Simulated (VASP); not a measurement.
Set up this calculation in VASP 6.6.1, as the native input.

| Item | Value |
| --- | --- |
| Task | single point |
| Functional | PBE |
| Potentials or basis | VASP PAW PBE potentials, release 64 (Ca_sv) |
| Cutoff | 520 eV |
| k mesh | 12 × 12 × 6 |
| Occupations | gaussian, width 0.1 eV |
| Spin | no spin polarisation |
| Dipole correction | no |
| Further INCAR settings | ALGO = Fast; EDIFF = 1e-06; NBANDS = 17 |

The structure of Ca lies in POSCAR:

```
Ca
1.0
    3.8875839317     -0.0795999904      0.0120593985
   -2.0127275797      3.3269258055     -0.0120615655
    0.0197556000     -0.0114100000      6.3728436000
Ca
2
Direct
    0.3355162301      0.6644837699      0.2410916637
    0.6644837699      0.3355162301      0.7589083363
```

This cell differs from its parent crystal: strained and its atoms moved.

The input as run:

INCAR

```
SYSTEM = Ca
  ALGO = Fast
  EDIFF = 1E-6
  ENCUT = 520
  GGA = PE
  ISIF = 2
  ISMEAR = 0
  LASPH = .True.
  LCHARG = .True.
  LELF = .True.
  LREAL = .False.
  LVHAR = .True.
  LWAVE = .False.
  NBANDS = 17
  NELM = 60
  PREC = Accurate
  SIGMA = 0.1
```

KPOINTS

```
k-points
0
Gamma
  12 12 6
  0 0 0
```

Potentials or basis: VASP PAW PBE potentials, release 64 (Ca_sv).

Launch:

```console
$ cat potpaw_PBE.64/Ca_sv/POTCAR > POTCAR
$ mpirun -np 1 vasp_std > vasp.out
```

It gave:

```json
{
  "Pressure": "0.8 GPa",
  "Largest force": "0.212 eV/Å",
  "Band gap on the k mesh": "zero (band 10 reaches 2.36 eV, above the bottom of band 11 at 1.91 eV)"
}
```

Caveat: the cell differs from its parent crystal (strained and its atoms moved).

Run time: 10 min on 1 thread of AMD EPYC 7R13, with other jobs on the host, peak memory 0.38 GiB.
